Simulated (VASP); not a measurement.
A run of VASP 6.6.1:

POSCAR

```
Ta
1.0
    2.9003720726      0.0000000000      0.0000000000
   -1.4501860363      2.5117958953      0.0000000000
    0.0000000000      0.0000000000      5.1662740000
Ta
2
Direct
    0.3333333333      0.6666666667      0.2500000000
    0.6666666667      0.3333333333      0.7500000000
```

File INCAR.step1:

```
PREC = Accurate
ENCUT = 520
EDIFF = 1E-5
ISMEAR = -1
SIGMA = 0.05
LREAL = F
LASPH = T
NELM = 100
ALGO = Normal
ISIF = 2
LWAVE = T
GGA = PE
NBANDS = 18
```

INCAR.step2

```
PREC = Accurate
ENCUT = 520
EDIFF = 1E-6
ISMEAR = -1
SIGMA = 0.05
LREAL = F
LASPH = T
NELM = 100
ALGO = Normal
ISIF = 2
LWAVE = F
LCHARG = T
GGA = PS
LHFCALC = T
AEXX = 0.25
PRECFOCK = Normal
LELF = T
LVHAR = T
ISTART = 1
NBANDS = 18
```

KPOINTS

```
Automatic mesh
0
Gamma
  6 6 3
```

Potentials or basis: VASP PAW PBE potentials, release 64 (Ta_pv).

Launch:

```sh
$ cat potpaw_PBE.64/Ta_pv/POTCAR > POTCAR
$ cp INCAR.step1 INCAR
$ mpirun -np 1 vasp_std > vasp.out
$ cp INCAR.step2 INCAR
$ mpirun -np 1 vasp_std > vasp.out
```

Hardware: 1 thread of AMD EPYC 9R45 96-Core Processor (Zen 5), with other jobs on the host.

Estimate the wall time of this run.

Wall time 16 min on 1 thread of AMD EPYC 9R45 96-Core Processor (Zen 5), on a shared host, peak memory 0.14 GiB. Counts: k points 14.
